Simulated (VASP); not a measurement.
AlCu, 2 atoms in the cell. It takes space group P4mm (No. 99, tetragonal). Conventional cell: a = 2.956 Å, b = 2.956 Å, c = 2.956 Å, α = 90.00°, β = 90.00°, γ = 90.00°. Al (site symmetry 4mm) has 8 Cu at 2.53 to 2.59 Å and 6 Al at 2.96 Å within 3.3 Å. Cu (site symmetry 4mm) has 8 Al at 2.53 to 2.59 Å and 6 Cu at 2.96 Å within 3.3 Å.  This cell differs from its parent crystal: atoms displaced along a vibrational mode.

```yaml
Program: VASP 6.6.1
Task: single point
Functional: PBEsol
Potentials_or_basis: VASP PAW PBE potentials, release 64 (Al, Cu)
Cutoff: 520 eV
k_mesh: 16 × 16 × 16
Occupations: gaussian, width 0.15 eV
Spin: no spin polarisation
Dipole_correction: no
Further_INCAR_settings: ALGO = Fast; EDIFF = 1e-07; NBANDS = 14
```

Potentials or basis: VASP PAW PBE potentials, release 64 (Al, Cu).

Run with:

```console
$ cat potpaw_PBE.64/Al/POTCAR potpaw_PBE.64/Cu/POTCAR > POTCAR
$ mpirun -np 1 vasp_std > vasp.out
```

Hardware: 1 thread of Intel Xeon 8259CL (shared host).

Problem. How long does it take, and how much memory?

Solution. Run time: 3.4 min on 1 thread of Intel Xeon 8259CL (shared host), peak memory 0.27 GiB. Counts: scf iterations 17, k points 405.
